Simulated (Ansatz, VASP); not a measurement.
# S in VASP and in Ansatz

```
S
1.0
     0.00000    2.76983    2.76983
     2.76983    0.00000    2.76983
     2.76983    2.76983    0.00000
S
2
Direct
  0.87500 0.87500 0.87500
  0.12500 0.12500 0.12500
```

Alike in both runs: task single point; functional PBE; k mesh 9 × 9 × 9; occupations fermi-dirac, width 0.05 eV; no spin polarisation.

|  | VASP | Ansatz |
| --- | --- | --- |
| version | VASP 6.6.1 | Ansatz 0.2.0 |
| potentials or method | VASP PAW PBE potentials, release 64 (S), cutoff 520 eV | all-electron LAPW, scalar-relativistic |

```csv
,VASP,Ansatz,Ansatz less VASP
pressure (GPa),7.3,7.4,+0.13
```

Ansatz ran all-electron here, and VASP with PAW potentials.
